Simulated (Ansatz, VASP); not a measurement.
## Rb: VASP beside Ansatz

```
Rb
1.0
     4.54801    0.00000    0.00000
     0.00000    4.54801    0.00000
     0.00000    0.00000    4.54801
Rb
1
Direct
  0.00000 0.00000 0.00000
```

Alike in both runs: task relaxation of cell and atoms; functional RPBE; k mesh 7 × 7 × 7; occupations fermi-dirac, width 0.1 eV; no spin polarisation.

```csv
,VASP,Ansatz
version,VASP 6.6.1,Ansatz 0.2.0
potentials or method,"VASP PAW PBE potentials, release 64 (Rb_sv), cutoff 600 eV","plane waves (420 eV) with PAW, scalar-relativistic"
valence electrons in the cell,9,9
```

Ansatz gave:

| Item | Value |
| --- | --- |
| relaxed volume (Å³/atom) | 109.26 |
| relaxed cell length with the largest relative difference (Å) | 4.781 |

Problem. Estimate VASP's values.

Solution. Relaxed volume (Å³/atom): 109.10; relaxed cell length with the largest relative difference (Å): 4.778.

VASP's potentials were made for PBE, not for RPBE.

Noted on VASP's run: the volume moved by over 15 % at a fixed basis, so the end points are rough.
